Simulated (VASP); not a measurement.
# Bi (I4/mmm) in VASP: notebook, part 2 of 2

VASP 6.6.1. The steps go on from the part before.

## (4) Single point, PBEsol+D3(BJ) (25.07 Å³/atom)

The input, INCAR:

```
SYSTEM = Bi
ALGO = Fast
EDIFF = 1E-7
ENCUT = 520
GGA = PS
ISIF = 2
ISMEAR = 0
IVDW = 12
LASPH = .TRUE.
LCHARG = .FALSE.
LREAL = .FALSE.
LWAVE = .FALSE.
NBANDS = 14
NELM = 80
PREC = Accurate
SIGMA = 0.15
```

The input, KPOINTS:

```
k-points
0
G
  18 18 18
  0 0 0
```

The input, POSCAR:

```
Bi
1.0
   -1.5876586832      1.5876586832      2.4859559661
    1.5876586832     -1.5876586832      2.4859559661
    1.5876586832      1.5876586832     -2.4859559661
Bi
1
Direct
    0.0000000000      0.0000000000      0.0000000000
```

Command:

```
$ cat potpaw_PBE.64/Bi_d/POTCAR > POTCAR
$ mpirun -np 1 vasp_std > vasp.out
```

Wall time 2.5 min (1 thread of AMD EPYC 9R45 (Zen 5), shared host); peak memory 0.25 GiB.

The run converged. Its results:

```
Free energy                : -4.5932 eV
Pressure                   : 12.8 GPa
Band gap on the k mesh     : zero (an odd number of electrons rules out a gap without spin polarisation)
Dispersion energy per atom : -0.656 eV
```

Stress tensor (GPa, compression positive):
```
13.30  0.00  0.00
 0.00 13.30  0.00
 0.00  0.00 11.67
```

Levels at points of the mesh, in eV from the Fermi level:
| k point | band 5 | band 6 | band 7 | band 8 | band 9 | band 10 | band 11 | band 12 |
| --- | --- | --- | --- | --- | --- | --- | --- | --- |
| (0.00, 0.00, 0.00) | -23.03 | -15.37 | 6.48 | 6.48 | 6.56 | 8.94 | 11.58 | 11.65 |
| (0.50, 0.00, 0.00) | -22.92 | -11.18 | -6.73 | 3.20 | 5.39 | 8.05 | 8.71 | 10.94 |
| (0.50, 0.50, 0.00) | -22.84 | -9.06 | -5.39 | -0.48 | 0.33 | 3.91 | 5.20 | 16.43 |
| (0.50, 0.50, 0.50) | -22.93 | -10.46 | -6.24 | 1.31 | 1.31 | 5.28 | 6.37 | 19.11 |

Caveat: the cell stands under pressure; the PAW data sets were made with another functional, which shifts forces and pressure a little; spin-orbit coupling is left out, which moves the levels of the heavy elements.

## (5) Single point, PBEsol+D3(BJ) (25.06 Å³/atom)

The input, INCAR:

```
SYSTEM = Bi
PREC = Accurate
ENCUT = 520
EDIFF = 1E-6
ISMEAR = 0
SIGMA = 0.15
LREAL = .False.
LASPH = .True.
NELM = 60
ALGO = Fast
ISIF = 2
LWAVE = .False.
LCHARG = .False.
GGA = PS
IVDW = 12
NBANDS = 14
```

The input, KPOINTS:

```
Automatic mesh
0
Gamma
  18 18 18
  0 0 0
```

The input, POSCAR:

```
Bi
1.0
   -1.6687693886      1.6687693886      2.2501686436
    1.6687693886     -1.6687693886      2.2501686436
    1.6687693886      1.6687693886     -2.2501686436
Bi
1
Direct
    0.0000000000      0.0000000000      0.0000000000
```

Potentials or basis: VASP PAW PBE potentials, release 64 (Bi_d).

Command:

```
$ cat potpaw_PBE.64/Bi_d/POTCAR > POTCAR
$ mpirun -np 1 vasp_std > vasp.out
```

OUTCAR:

```text
SYSTEM = Bi
   PREC = Accurate
   ENCUT = 520
   EDIFF = 1E-6
   ISMEAR = 0
   LREAL = .False.
   LASPH = .True.
   NELM = 60
   ISIF = 2
   GGA = PS
   IVDW = 12
 IVDW          = 12

 ion  position               nearest neighbor table
   1  0.000  0.000  0.000-

  LATTYP: Found a body centered tetragonal cell.
 ALAT       =     3.3375387772
 C/A-ratio  =     1.3484000000

  Lattice vectors:

 A1 = (  -1.6687693886,   1.6687693886,   2.2501686436)
 A2 = (   1.6687693886,  -1.6687693886,   2.2501686436)
 A3 = (   1.6687693886,   1.6687693886,  -2.2501686436)

Analysis of symmetry for initial positions (statically):
=====================================================================
 Subroutine PRICEL returns:
 Original cell was already a primitive cell.

 Routine SETGRP: Setting up the symmetry group for a
 body centered tetragonal supercell.

 Subroutine GETGRP returns: Found 16 space group operations
 (whereof 16 operations were pure point group operations)
 out of a pool of 16 trial point group operations.

The static configuration has the point symmetry D_4h.

Analysis of symmetry for dynamics (positions and initial velocities):
=====================================================================
 Subroutine PRICEL returns:
 Original cell was already a primitive cell.

 Routine SETGRP: Setting up the symmetry group for a
 body centered tetragonal supercell.

 Subroutine GETGRP returns: Found 16 space group operations
 (whereof 16 operations were pure point group operations)
 out of a pool of 16 trial point group operations.

The dynamic configuration has the point symmetry D_4h.

 Subroutine INISYM returns: Found 16 space group operations
 (whereof 16 operations are pure point group operations),
 and found     1 'primitive' translations

----------------------------------------------------------------------------------------

                                     Primitive cell

  volume of cell :      25.0650

  direct lattice vectors                    reciprocal lattice vectors
    -1.668769389  1.668769389  2.250168644     0.000000000  0.299621987  0.222205567
     1.668769389 -1.668769389  2.250168644     0.299621987  0.000000000  0.222205567
     1.668769389  1.668769389 -2.250168644     0.299621987  0.299621987  0.000000000

  length of vectors
     3.260803807  3.260803807  3.260803807     0.373026339  0.373026339  0.423729478

  position of ions in fractional coordinates (direct lattice)
     0.000000000  0.000000000  0.000000000

  ion indices of the primitive-cell ions
   primitive index   ion index
                 1           1

----------------------------------------------------------------------------------------

 KPOINTS: Automatic mesh

Automatic generation of k-mesh.
 Grid dimensions read from file:
 generate k-points for:   18   18   18

 Generating k-lattice:

  Cartesian coordinates                     Fractional coordinates (reciprocal lattice)
     0.000000000  0.016645666  0.012344754     0.055555556 -0.000000000  0.000000000
     0.016645666  0.000000000  0.012344754    -0.000000000  0.055555556  0.000000000
     0.016645666  0.016645666  0.000000000     0.000000000  0.000000000  0.055555556

  Length of vectors
     0.020723685  0.020723685  0.023540527

  Shift w.r.t. Gamma in fractional coordinates (k-lattice)
     0.000000000  0.000000000  0.000000000

 Subroutine IBZKPT returns following result:
 ===========================================

 Found    480 irreducible k-points:

 Following reciprocal coordinates:
            Coordinates               Weight
  0.000000  0.000000  0.000000      1.000000
  0.055556  0.000000  0.000000      8.000000
  0.111111  0.000000  0.000000      8.000000
  0.166667 -0.000000  0.000000      8.000000
  0.222222  0.000000  0.000000      8.000000
  0.277778  0.000000 -0.000000      8.000000
[... 16 lines left out ...]
 -0.277778  0.055556  0.000000     16.000000
 -0.222222  0.055556  0.000000     16.000000
 [... further k-points ...]
   k-points           NKPTS =    480   k-points in BZ     NKDIM =    480   number of bands    NBANDS=     14
   number of dos      NEDOS =    301   number of ions     NIONS =      1
   total plane-waves  NPLWV =  13824
   dimension x,y,z NGX =    24 NGY =   24 NGZ =   24
   dimension x,y,z NGXF=    48 NGYF=   48 NGZF=   48
   ions per type =               1
   NGX,Y,Z   is equivalent  to a cutoff of  12.24, 12.24, 12.24 a.u.
   NGXF,Y,Z  is equivalent  to a cutoff of  24.47, 24.47, 24.47 a.u.
 SYSTEM =  Bi
   PREC   = accura    normal or accurate (medium, high low for compatibility)
   ISTART =      0    job   : 0-new  1-cont  2-samecut
   ICHARG =      2    charge: 1-file 2-atom 10-const
   ISPIN  =      1    spin polarized calculation?
   LNONCOLLINEAR =      F non collinear calculations
   LSORBIT =      F    spin-orbit coupling
   LASPH  =      T    aspherical Exc in radial PAW
   ENCUT  =  520.0 eV  38.22 Ry    6.18 a.u.   6.06  6.06  6.06*2*pi/ulx,y,z
   NELM   =     60;   NELMIN=  2; NELMDL= -5     # of ELM steps
   EDIFF  = 0.1E-05   stopping-criterion for ELM
   LREAL  =      F    real-space projection
   EDIFFG = 0.1E-04   stopping-criterion for IOM
   NSW    =      0    number of steps for IOM
   IBRION =     -1    ionic relax: 0-MD 1-quasi-New 2-CG
   NFREE  =      0    steps in history (QN), initial steepest desc. (CG)
   ISIF   =      2    stress and relaxation
   ISYM   =      2    0-nonsym 1-usesym 2-fastsym
   POTIM  = 0.5000    time-step for ionic-motion
   TEBEG  =    0.0;   TEEND  =   0.0 temperature during run
   PSTRESS=    0.0 pullay stress
   NELECT =      15.0000    total number of electrons
   NUPDOWN=      -1.0000    fix difference up-down
   EMIN   =  10.00;   EMAX   =-10.00  energy-range for DOS
   EFERMI =   0.00;   METHOD = LEGACY
   ISMEAR =     0;   SIGMA  =   0.15  broadening in eV -4-tet -1-fermi 0-gaus
   EFERMI_NEDOS =   21; number of points for ismear=-14 and -15
   IALGO  =     68    algorithm
   IMIX   =      4    mixing-type and parameters
     AMIX     =   0.40;   BMIX     =  1.00
     AMIX_MAG =   1.60;   BMIX_MAG =  1.00
  volume/ion in A,a.u.               =      25.06       169.15
  Fermi-wavevector in a.u.,A,eV,Ry     =   1.379588  2.607043 25.895459  1.903263
  Thomas-Fermi vector in A             =   2.504543
   LORBIT       =      0    0 simple, 1 ext, 2 COOP (PROOUT), +10 PAW based schemes
   GGA     = PS    functional components
   LHFCALC =     F    Hartree Fock is set to
   AEXX    =    0.0000 exact exchange contribution
   IVDW    =    12    specifies the selected vdW correction
   LEPSILON=     F    determine dielectric tensor
   LRPA    =     F    only Hartree local field effects (RPA)
 non-spin polarized calculation
 RMM-DIIS sequential band-by-band and
 Gauss-broadening in eV      SIGMA  =   0.15
  energy-cutoff  :      520.00
  volume of cell :       25.06
 maximum number of plane-waves:       689
   NGX = 13   NGY = 13   NGZ = 13

 number of electron      15.0000004 magnetization

 Free energy of the ion-electron system (eV)
  ---------------------------------------------------
  ext. energy  EPLUGINS =         0.00000000
  ---------------------------------------------------
  free energy    TOTEN  =        -3.94262077 eV

  energy without entropy =       -3.93532151  energy(sigma->0) =       -3.93897114

 E-fermi :  10.8452     XC(G=0): -11.5157

 val. band max:       10.8416991369   @ k =  -0.3889   0.3889   0.1667
 cond. band min:      10.8614724747   @ k =   0.3333   0.1111   0.1111
 fundamental gap:      0.0197733379
 Fermi energy:        10.8452268022

 k-point     1 :       0.0000    0.0000    0.0000
  band No.  band energies     occupation
      1     -12.4472      2.00000
      2     -12.4472      2.00000
      3     -12.3889      2.00000
      4     -12.3064      2.00000
      5     -12.2493      2.00000
      6      -4.5493      2.00000
      7      17.2588      0.00000
      8      17.3722      0.00000
      9      17.3722      0.00000
     10      19.6657      0.00000
     11      22.3680      0.00000
     12      22.8779      0.00000
     13      22.8779      0.00000
     14      22.9918      0.00000
[... 377 lines left out ...]
      1     -12.4450      2.00000
      2     -12.4015      2.00000
      3     -12.3550      2.00000
      4     -12.2875      2.00000
      5     -12.2335      2.00000
      6      -3.5825      2.00000
      7      11.4202      0.00000
      8      15.7358      0.00000
      9      16.3445      0.00000
     10      19.3387      0.00000
     11      21.1829      0.00000
     12      23.1953      0.00000
     13      23.4606      0.00000
     14      25.2027      0.00000

 [... further k-points ...]

------------------------ aborting loop because EDIFF is reached ----------------------------------------

 Edisp (eV)   -0.65649

 E8    (eV) :    -0.4704

  FORCE on cell =-STRESS in cart. coord.  units (eV):
  Direction    XX          YY          ZZ          XY          YZ          ZX
  --------------------------------------------------------------------------------------
  -------------------------------------------------------------------------------------
  Total       1.98810     1.98810     1.86612     0.00000     0.00000     0.00000
  in kB     127.08145   127.08145   119.28397     0.00000     0.00000     0.00000
  external pressure =      124.48 kB  Pullay stress =        0.00 kB

 VOLUME and BASIS-vectors are now :
 -----------------------------------------------------------------------------
  energy-cutoff  :      520.00
  volume of cell :       25.06
      direct lattice vectors                 reciprocal lattice vectors
    -1.668769389  1.668769389  2.250168644     0.000000000  0.299621987  0.222205567
     1.668769389 -1.668769389  2.250168644     0.299621987  0.000000000  0.222205567
     1.668769389  1.668769389 -2.250168644     0.299621987  0.299621987  0.000000000

 POSITION                                       TOTAL-FORCE (eV/Angst)
 -----------------------------------------------------------------------------------
      0.00000      0.00000      0.00000        -0.000000     -0.000000     -0.000000
 -----------------------------------------------------------------------------------
    total drift:                               -0.000000      0.000000      0.000000

  FREE ENERGIE OF THE ION-ELECTRON SYSTEM (eV)
  ---------------------------------------------------
  free  energy   TOTEN  =        -4.5991118485 eV

  energy  without entropy=       -4.5918125858  energy(sigma->0) =       -4.59546222
```

OSZICAR:

```text
N       E                     dE             d eps       ncg     rms          rms(c)
DAV:   1     0.113417373211E+03    0.11342E+03   -0.76510E+03 13710   0.132E+03
DAV:   2     0.227130091749E+01   -0.11115E+03   -0.10721E+03 14502   0.348E+02
DAV:   3    -0.382033444981E+01   -0.60916E+01   -0.60657E+01 16668   0.776E+01
DAV:   4    -0.395092374796E+01   -0.13059E+00   -0.13055E+00 17262   0.118E+01
DAV:   5    -0.395619328427E+01   -0.52695E-02   -0.52694E-02 18490   0.222E+00    0.560E-01
RMM:   6    -0.394643579581E+01    0.97575E-02   -0.67851E-03 16879   0.101E+00    0.294E-01
RMM:   7    -0.394267439489E+01    0.37614E-02   -0.59409E-03 16770   0.810E-01    0.609E-02
RMM:   8    -0.394259672221E+01    0.77673E-04   -0.13995E-03 20264   0.387E-01    0.117E-02
RMM:   9    -0.394262109935E+01   -0.24377E-04   -0.26521E-04 22654   0.140E-01    0.124E-02
RMM:  10    -0.394262312830E+01   -0.20290E-05   -0.33752E-05 19777   0.774E-02    0.737E-03
RMM:  11    -0.394262007395E+01    0.30544E-05   -0.17283E-05 18888   0.430E-02    0.453E-04
RMM:  12    -0.394262077115E+01   -0.69720E-06   -0.71721E-06 16235   0.238E-02
   1 F= -.45991118E+01 E0= -.45954622E+01  d E =-.729926E-02
```

It took 75 s on 1 thread of AMD EPYC 9R45 (Zen 5), shared host; peak memory 0.24 GiB.

What came out:

```yaml
Free_energy: -4.5991 eV
Pressure: 12.4 GPa
Band_gap_on_the_k_mesh: zero (an odd number of electrons rules out a gap without spin polarisation)
Dispersion_energy_per_atom: -0.656 eV
```

Levels at points of the mesh, in eV from the Fermi level:
| k point | band 3 | band 4 | band 5 | band 6 | band 7 | band 8 | band 9 | band 10 | band 11 | band 12 |
| --- | --- | --- | --- | --- | --- | --- | --- | --- | --- | --- |
| (0.00, 0.00, 0.00) | -23.23 | -23.15 | -23.09 | -15.39 | 6.41 | 6.53 | 6.53 | 8.82 | 11.52 | 12.03 |
| (0.50, 0.00, 0.00) | -23.23 | -22.99 | -22.96 | -11.23 | -6.77 | 3.89 | 4.70 | 8.45 | 8.77 | 10.24 |
| (0.50, 0.50, 0.00) | -22.99 | -22.97 | -22.92 | -9.77 | -5.88 | 0.36 | 0.71 | 4.49 | 5.69 | 17.81 |
| (0.50, 0.50, 0.50) | -22.99 | -22.93 | -22.93 | -9.16 | -5.43 | -0.14 | -0.14 | 3.87 | 5.11 | 17.33 |

Caveat: the cell stands under pressure; the PAW data sets were made with another functional, which shifts forces and pressure a little; spin-orbit coupling is left out, which moves the levels of the heavy elements.

## (6) Summary

```csv
cell,further INCAR settings,gap on the mesh (eV),pressure (GPa)
"a = 3.210 Å, angles 113.7, 113.7, 101.2°, 1 atom",ALGO = Fast; EDIFF = 1e-06; NBANDS = 14,none,12.3
"a = 3.209 Å, angles 105.7, 105.7, 117.3°, 1 atom",ALGO = Fast; EDIFF = 1e-07; NBANDS = 14,none,12.8
"a = 3.350 Å, angles 123.4, 123.4, 84.2°, 1 atom",ALGO = Fast; EDIFF = 1e-07; NBANDS = 14,none,12.8
"a = 3.261 Å, angles 118.4, 118.4, 92.7°, 1 atom",ALGO = Fast; EDIFF = 1e-06; NBANDS = 14,none,12.4
```

Alike in all rows: task single point; level PBEsol+D3(BJ); potentials or basis VASP PAW PBE potentials, release 64 (Bi_d); no spin polarisation; k mesh 18 × 18 × 18; cutoff (eV) 520; smearing gaussian 0.15 eV.

Caveats: the cell stands under pressure; the PAW data sets were made with another functional, which shifts forces and pressure a little; spin-orbit coupling is left out, which moves the levels of the heavy elements.

Absolute energies hang on the potentials; compare differences alone.

The gap in the log of VASP goes by the Fermi energy; the results here count the filled bands.